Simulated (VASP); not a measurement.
Runs of VASP 6.6.1 on Ti. The structure is that of space group P6/mmm (No. 191), or close to it. The cells are those of the table. This isn't the form of Ti at room conditions, which is hcp.

```csv
cell,gap on the mesh (eV),pressure (GPa)
"a = 4.454, b = 4.454, c = 2.895 Å, angles 90.0, 90.0, 120.0°, 3 atoms",none,3.4
"a = 4.454, b = 4.454, c = 2.966 Å, angles 90.0, 90.0, 120.0°, 3 atoms",none,(b)
"a = 4.682, b = 4.682, c = 2.683 Å, angles 90.0, 90.0, 120.0°, 3 atoms",none,1.4
"a = 4.682, b = 4.682, c = 2.754 Å, angles 90.0, 90.0, 120.0°, 3 atoms",none,-1.9
"a = 4.568, b = 4.568, c = 2.754 Å, angles 90.0, 90.0, 120.0°, 3 atoms",none,(a)
"a = 4.568, b = 4.568, c = 2.895 Å, angles 90.0, 90.0, 120.0°, 3 atoms",none,-2.6
```

Alike in all rows: task single point; level r2SCAN; potentials or basis VASP PAW PBE potentials, release 64 (Ti_sv); no spin polarisation; k mesh 12 × 12 × 16; cutoff (eV) 520; smearing gaussian 0.15 eV.

Fill in the values left out.

(a) 3.8; (b) 0.4.

Caveats: the PAW data sets were made with another functional, which shifts forces and pressure a little; the cell stands under pressure (at least some runs).

A gap of «none» marks levels without a gap at the run's occupations.
